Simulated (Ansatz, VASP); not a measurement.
**Fe: VASP beside Ansatz**

```xyz
1
Lattice="-1.4430 1.4430 1.4430 1.4430 -1.4430 1.4430 1.4430 1.4430 -1.4430" Properties=species:S:1:pos:R:3 pbc="T T T"
Fe    0.0000    0.0000    0.0000
```

Alike in both runs: task single point; functional PBE; k mesh 13 × 13 × 13; occupations gaussian, width 0.02 eV; collinear spin.

|  | VASP | Ansatz |
| --- | --- | --- |
| version | VASP 6.6.1 | Ansatz 0.2.0 |
| potentials or method | VASP PAW PBE potentials, release 64 (Fe_sv) | Ansatz PAW |
| plane-wave cutoff (eV) | 690 | 420 |
| valence electrons in the cell | 16 | 16 |

|  | VASP | Ansatz | Ansatz less VASP |
| --- | --- | --- | --- |
| gap on the k mesh at the Fermi level (eV) | none | none | - |
| pressure (GPa) | -11.0 | -9.6 | +1.37 |
| net moment per atom (μB) | 2.25 | 2.25 | -0.004 |
| size of the moment on the site where the two differ most (μB) | 2.27 | 2.31 | +0.039 |

Site moments also hang on the region over which each program counts them. A gap of «none» marks a metal or a gap that the smearing closes.
